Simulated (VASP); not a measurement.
**AlN (AlN (P6_3mc)): single point with PBE**

The system is AlN (AlN (P6_3mc)).

```
Al N
1.0
     6.25951    0.00000    0.00000
    -3.12976    5.42090    0.00000
     0.00000    0.00000    5.01740
Al N
8 8
Direct
  0.33333 0.16667 0.49924
  0.16667 0.33333 0.99924
  0.33333 0.66667 0.49924
  0.16667 0.83333 0.99924
  0.83333 0.16667 0.49924
  0.66667 0.33333 0.99924
  0.83333 0.66667 0.49924
  0.66667 0.83333 0.99924
  0.33333 0.16667 0.88076
  0.16667 0.33333 0.38076
  0.33333 0.66667 0.88076
  0.16667 0.83333 0.38076
  0.83333 0.16667 0.88076
  0.66667 0.33333 0.38076
  0.83333 0.66667 0.88076
  0.66667 0.83333 0.38076
```

```
Program             : VASP 6.6.1
Task                : single point
Functional          : PBE
Potentials or basis : VASP PAW PBE potentials, release 64 (Al, N)
Cutoff              : 520 eV
k mesh              : 2 × 2 × 3
Occupations         : fermi-dirac, width 0.01 eV
Spin                : no spin polarisation
```

* Pressure: -0.2 GPa
* Largest force: 0.012 eV/Å
* Band gap on the k mesh: 4.04 eV

Forces on the atoms (eV/Å):
```
Al   0.000  0.000 -0.012
Al   0.000  0.000 -0.012
Al   0.000  0.000 -0.012
Al   0.000  0.000 -0.012
Al   0.000  0.000 -0.012
Al   0.000  0.000 -0.012
Al   0.000  0.000 -0.012
Al   0.000  0.000 -0.012
N    0.000  0.000  0.012
N    0.000  0.000  0.012
N    0.000  0.000  0.012
N    0.000  0.000  0.012
N    0.000  0.000  0.012
N    0.000  0.000  0.012
N    0.000  0.000  0.012
N    0.000  0.000  0.012
```

Stress tensor (GPa, compression positive):
```
-0.09  0.00  0.00
 0.00 -0.09  0.00
 0.00  0.00 -0.40
```

Levels at points of the mesh, in eV from the valence-band top:
```tsv
k point	band 29	band 30	band 31	band 32	band 33	band 34	band 35	band 36
(0.00, 0.00, 0.00)	-0.68	-0.20	-0.20	0.00	4.04	5.75	5.75	5.75
(0.50, 0.00, 0.00)	-0.43	-0.43	-0.41	-0.41	5.70	5.70	6.05	6.05
```

Wall time 70 s on 1 thread of AMD EPYC 7R13 Processor (Zen 3) (shared host), peak memory 0.26 GiB.

Caveat: the k points lie up to 0.58 Å⁻¹ apart. PBE gaps usually lie below the measured ones, often by a third to a half.
